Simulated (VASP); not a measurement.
Runs of VASP 6.6.1 on P. The structure is that of space group Fd-3m (No. 227), or close to it. The cells are those of the table. 

```tsv
task	cell	cutoff (eV)	gap on the mesh (eV)	pressure (GPa)
single point	a = 2.796 Å, angles 60.0°, 2 atoms	520	none	444.5
single point	a = 2.795 Å, angles 60.0°, 2 atoms	520	none	(a)
relaxation of cell and atoms	relaxed to 450 GPa from a = 2.796 Å, angles 60.0°, 2 atoms	600	none	450.0
relaxation of cell and atoms	relaxed to 450 GPa from a = 2.609 Å, angles 60.0°, 2 atoms	600	none	450.0
```

Alike in all rows: level PBE; potentials or basis VASP PAW PBE potentials, release 64 (P); no spin polarisation; k mesh 17 × 17 × 17; smearing fermi-dirac 0.08 eV.

Fill in the values left out.

(a) 445.9.

Caveats: the cell is relaxed towards a set pressure, so the enthalpy falls and the energy may rise (some runs).

A gap of «none» marks levels without a gap at the run's occupations.
